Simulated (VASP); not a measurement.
Runs of VASP 6.6.1 on Tl. The structure is that of space group P6_3/mmc (No. 194), or close to it. The cells are those of the table. 

| cell | further INCAR settings | gap on the mesh (eV) | pressure (GPa) |
| --- | --- | --- | --- |
| a = 3.629, b = 3.629, c = 5.249 Å, angles 90.0, 90.0, 120.0°, 2 atoms | ALGO = Fast; EDIFF = 1e-06; NBANDS = 20 | none | (a) |
| a = 3.542, b = 3.542, c = 5.663 Å, angles 90.0, 90.0, 120.0°, 2 atoms | ALGO = Fast; EDIFF = 1e-06; NBANDS = 20 | none | 0.5 |
| a = 3.542, b = 3.542, c = 5.525 Å, angles 90.0, 90.0, 120.0°, 2 atoms | ALGO = Fast; EDIFF = 1e-06; NBANDS = 20 | none | (b) |
| a = 3.629, b = 3.629, c = 5.387 Å, angles 90.0, 90.0, 120.0°, 2 atoms | ALGO = Fast; EDIFF = 1e-07; NBANDS = 20 | none | 0.8 |
| a = 3.456, b = 3.456, c = 5.801 Å, angles 90.0, 90.0, 120.0°, 2 atoms | ALGO = Fast; EDIFF = 1e-07; NBANDS = 20 | none | 1.3 |

Alike in all rows: task single point; level PBE; potentials or basis VASP PAW PBE potentials, release 64 (Tl_d); no spin polarisation; k mesh 18 × 18 × 10; cutoff (eV) 520; smearing gaussian 0.15 eV.

Problem. Estimate the missing entries.

Solution. (a) 1.8; (b) 1.4.

Caveats: spin-orbit coupling is left out, which moves the levels of the heavy elements.

A k mesh can miss the band edges, and the runs leave out spin-orbit coupling on Tl.

A gap of «none» marks levels without a gap at the run's occupations.
